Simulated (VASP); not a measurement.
Input of a VASP 6.6.1 run:

Contents of INCAR:

```
PREC = Accurate ; ENCUT = 600
EDIFF = 1E-6 ; ISMEAR = 0
SIGMA = 0.1 ; LREAL = F
LASPH = T ; NELM = 80
ALGO = Fast ; ISIF = 4
LWAVE = F ; LCHARG = F
GGA = PE ; IBRION = 2
NSW = 50 ; EDIFFG = -0.01
```

File KPOINTS:

```
Automatic mesh
0
Gamma
  18 18 10
```

POSCAR

```
Ti
1.0
    2.9676788711      0.0000000000      0.0000000000
   -1.4838394356      2.5700852926      0.0000000000
    0.0000000000      0.0000000000      4.6964740091
Ti
2
Direct
    0.3333333333      0.6666666667      0.2500000000
    0.6666666667      0.3333333333      0.7500000000
```

Potentials or basis: VASP PAW PBE potentials, release 64 (Ti_sv).

Launch:

```sh
$ cat potpaw_PBE.64/Ti_sv/POTCAR > POTCAR
$ mpirun -np 1 vasp_std > vasp.out
```

Task: What does it give for the band gap on the k mesh?

Result: Zero (bands 12 and 13 overlap by 1.08 eV).

Final structure:
```
CELL_PARAMETERS angstrom
2.96768 0.00000 0.00000
-1.48384 2.57009 0.00000
0.00000 0.00000 4.69647
ATOMIC_POSITIONS crystal
Ti 0.33333 0.66667 0.25000
Ti 0.66667 0.33333 0.75000
```
